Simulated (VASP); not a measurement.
Write the native input for VASP 6.6.1 that does the following.

```
Task                   : single point
Functional             : PBE
Dispersion             : D3(BJ)
Potentials or basis    : VASP PAW PBE potentials, release 64 (W_sv, S)
Cutoff                 : 520 eV
k mesh                 : 12 × 12 × 4
Occupations            : gaussian, width 0.02 eV
Spin                   : no spin polarisation
Dipole correction      : no
Further INCAR settings : ALGO = Normal; EDIFF = 1e-06; NBANDS = 35
```

The structure of WS2 (mix) lies in POSCAR:

```
WS2
1.0
    3.1540939232      0.0000000000      0.0000000000
   -1.5770469616      2.7315254635      0.0000000000
    0.0000000000      0.0000000000     12.1408644157
W S
2 4
Direct
    0.3333333333      0.6666666667      0.2500000000
    0.6666666667      0.3333333333      0.7500000000
    0.3333333333      0.6666666667      0.6202949123
    0.6666666667      0.3333333333      0.1202949123
    0.3333333333      0.6666666667      0.8797050877
    0.6666666667      0.3333333333      0.3797050877
```

The input as run:

INCAR

```
PREC = Accurate
ENCUT = 520
EDIFF = 1E-6
ISMEAR = 0
SIGMA = 0.02
LREAL = F
LASPH = T
NELM = 60
ALGO = Normal
ISIF = 2
LWAVE = F
LCHARG = T
GGA = PE
IVDW = 12
LELF = T
LVHAR = T
NBANDS = 35
```

KPOINTS

```
regular mesh
0
Gamma
  12 12 4
```

Potentials or basis: VASP PAW PBE potentials, release 64 (W_sv, S).

The run is started by

```sh
$ cat potpaw_PBE.64/W_sv/POTCAR potpaw_PBE.64/S/POTCAR > POTCAR
$ mpirun -np 1 vasp_std > vasp.out
```

Results of the run:

The pressure is 0.0 GPa. The band gap on the k mesh is 0.91 eV, indirect (least direct gap 1.83 eV) and the dispersion energy per atom is -0.435 eV.

Caveat: spin-orbit coupling is left out, which moves the levels of the heavy elements.

It took 2.2 min on 1 thread of Intel Xeon 6975P-C, with other jobs on the host, peak memory 0.33 GiB.
